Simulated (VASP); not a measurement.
# Mo (I4_1/amd) in VASP: a series of runs, part 2 of 2

VASP 6.6.1. Earlier steps stand in the parts before.

## (3) Single point, PBE (11.48 Å³/atom)

This run uses another cell than the first one, of 11.48 Å³/atom.

The input, INCAR:

```
PREC = Accurate
ENCUT = 520
EDIFF = 1E-6
ISMEAR = -1
SIGMA = 0.05
LREAL = F
LASPH = T
NELM = 100
ALGO = Normal
ISIF = 2
LWAVE = F
LCHARG = T
GGA = PE
LELF = T
LVHAR = T
NBANDS = 21
```

The input, KPOINTS:

```
Automatic mesh
0
Gamma
  18 18 18
```

The input, POSCAR:

```
Mo
1.0
   -2.2200437050      2.2200437050      1.1648727776
    2.2200437050     -2.2200437050      1.1648727776
    2.2200437050      2.2200437050     -1.1648727776
Mo
2
Direct
   -0.3750000000     -0.1250000000     -0.2500000000
    0.3750000000      0.1250000000      0.2500000000
```

Potentials or basis: VASP PAW PBE potentials, release 64 (Mo_sv).

On the command line:

```sh
> cat potpaw_PBE.64/Mo_sv/POTCAR > POTCAR
> mpirun -np 1 vasp_std > vasp.out
```

OUTCAR:

```text
PREC = Accurate
   ENCUT = 520
   EDIFF = 1E-6
   ISMEAR = -1
   LREAL = F
   LASPH = T
   NELM = 100
   ISIF = 2
   GGA = PE

 ion  position               nearest neighbor table
   1  0.625  0.875  0.750-   2 2.30   2 2.30   2 2.30   2 2.30   2 2.83   2 2.83   2 2.83   2 2.83

   2  0.375  0.125  0.250-   1 2.30   1 2.30   1 2.30   1 2.30   1 2.83   1 2.83   1 2.83   1 2.83

  LATTYP: Found a body centered tetragonal cell.
 ALAT       =     4.4400874100
 C/A-ratio  =     0.5247071375

  Lattice vectors:

 A1 = (  -2.2200437050,   2.2200437050,   1.1648727776)
 A2 = (   2.2200437050,  -2.2200437050,   1.1648727776)
 A3 = (   2.2200437050,   2.2200437050,  -1.1648727776)

Analysis of symmetry for initial positions (statically):
=====================================================================
 Subroutine PRICEL returns:
 Original cell was already a primitive cell.

 Routine SETGRP: Setting up the symmetry group for a
 body centered tetragonal supercell.

 Subroutine GETGRP returns: Found 16 space group operations
[... 161 lines left out ...]
  ext. energy  EPLUGINS =         0.00000000
  ---------------------------------------------------
  free energy    TOTEN  =       -15.89822747 eV

  energy without entropy =      -15.88905632  energy(sigma->0) =      -15.89364189

 E-fermi :  18.1849     XC(G=0): -15.1103

 val. band max:       18.1779273619   @ k =   0.3333   0.2778   0.1667
 cond. band min:      18.1994516957   @ k =  -0.2778   0.5000   0.0556
 fundamental gap:      0.0215243339
 Fermi energy:        18.1848564173

 k-point     1 :       0.0000    0.0000    0.0000
  band No.  band energies     occupation
      1     -43.7582      2.00000
      2     -42.2124      2.00000
      3     -18.8263      2.00000
      4     -18.8263      2.00000
      5     -15.4791      2.00000
      6     -15.4791      2.00000
[... 565 lines left out ...]
     20      30.3279      0.00000
     21      32.2485      0.00000

 [... further k-points ...]

------------------------ aborting loop because EDIFF is reached ----------------------------------------

  FORCE on cell =-STRESS in cart. coord.  units (eV):
  Direction    XX          YY          ZZ          XY          YZ          ZX
  --------------------------------------------------------------------------------------
  -------------------------------------------------------------------------------------
  Total       25.2883969     25.2883969     25.3120199      0.0000000      0.0000000      0.0000000
  in kB     1764.2915113   1764.2915113   1765.9396143      0.0000000      0.0000000      0.0000000
  external PRESSURE =    1764.8408790 kB  Pullay stress =       0.0000000 kB

 VOLUME and BASIS-vectors are now :
 -----------------------------------------------------------------------------
  energy-cutoff  :      520.00
  volume of cell :       22.96
      direct lattice vectors                 reciprocal lattice vectors
    -2.220043705  2.220043705  1.164872778     0.000000000  0.225220791  0.429231423
     2.220043705 -2.220043705  1.164872778     0.225220791  0.000000000  0.429231423
     2.220043705  2.220043705 -1.164872778     0.225220791  0.225220791  0.000000000

 POSITION                                       TOTAL-FORCE (eV/Angst)
 -----------------------------------------------------------------------------------
      2.22004      1.11002      0.87365        -0.000000      0.000000     -0.000000
      0.00000      1.11002      0.29122         0.000000     -0.000000      0.000000
 -----------------------------------------------------------------------------------
    total drift:                                0.000000      0.000000     -0.000000

  FREE ENERGIE OF THE ION-ELECTRON SYSTEM (eV)
  ---------------------------------------------------
  free  energy   TOTEN  =       -15.8982274655 eV

  energy  without entropy=      -15.8890563167  energy(sigma->0) =      -15.89364189
```

OSZICAR:

```text
N       E                     dE             d eps       ncg     rms          rms(c)
DAV:   1     0.308506316692E+03    0.30851E+03   -0.17938E+04 20176   0.147E+03
DAV:   2    -0.101510489960E+02   -0.31866E+03   -0.30912E+03 22473   0.466E+02
DAV:   3    -0.163443784903E+02   -0.61933E+01   -0.61498E+01 22688   0.681E+01
DAV:   4    -0.163675892655E+02   -0.23211E-01   -0.23207E-01 22460   0.458E+00
DAV:   5    -0.163677528565E+02   -0.16359E-03   -0.16359E-03 23118   0.345E-01    0.465E+01
DAV:   6    -0.159880184974E+02    0.37973E+00   -0.48634E-01 22060   0.668E+00    0.231E+01
DAV:   7    -0.159022924227E+02    0.85726E-01   -0.24923E-01 22665   0.454E+00    0.168E+00
DAV:   8    -0.158982220896E+02    0.40703E-02   -0.16638E-02 21385   0.134E+00    0.162E-01
DAV:   9    -0.158982163777E+02    0.57120E-05   -0.92684E-05 23420   0.104E-01    0.283E-02
DAV:  10    -0.158982273767E+02   -0.10999E-04   -0.15918E-05 22135   0.397E-02    0.204E-02
DAV:  11    -0.158982274655E+02   -0.88827E-07   -0.12664E-06 14243   0.115E-02
   1 F= -.15898227E+02 E0= -.15893642E+02  d E =-.917115E-02
```

Wall time 2.3 min (1 thread of AMD EPYC 9R45 (Zen 5), shared host); peak memory 0.27 GiB.

Results:

```
Free energy            : -15.8982 eV
Pressure               : 176.5 GPa
Band gap on the k mesh : zero (bands 14 and 15 overlap by 4.55 eV)
```

Stress tensor (GPa, compression positive):
```
176.43   0.00   0.00
  0.00 176.43   0.00
  0.00   0.00 176.59
```

Caveat: the cell stands under pressure.

The gap in the log of VASP goes by the Fermi energy; the results here count the filled bands.